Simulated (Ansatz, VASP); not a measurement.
**Ni: VASP beside Ansatz**

```
Ni
1.0
     2.48939    0.00000    0.00000
     0.00000    2.48939    0.00000
     0.00000    0.00000   21.28080
Ni
4
Direct
  0.25000 0.25000 0.37834
  0.75000 0.75000 0.45800
  0.25000 0.25000 0.54200
  0.75000 0.75000 0.62166
```

Alike in both runs: functional PBE; k mesh 16 × 16 × 1; occupations fermi-dirac, width 0.1 eV; collinear spin.

Ansatz relaxed the structure, and its values are those at the end. VASP's run is a single point on that final structure, the one shown.

|  | VASP | Ansatz |
| --- | --- | --- |
| version | VASP 6.6.1 | Ansatz 0.2.0 |
| potentials or method | VASP PAW PBE potentials, release 64 (Ni), cutoff 520 eV | all-electron LAPW, scalar-relativistic |

VASP gave:

| Quantity | Value |
| --- | --- |
| rms of the force components (eV/Å) | 0.003 |
| net moment per atom (μB) | 0.67 |
| size of the moment on the site where the two differ most (μB) | 0.64 |

Q: Which values does Ansatz return?

A: rms of the force components (eV/Å): 0.000; net moment per atom (μB): 0.68; size of the moment on the site where the two differ most (μB): 0.68.

Site moments also hang on the region over which each program counts them. Ansatz ran all-electron here, and VASP with PAW potentials.
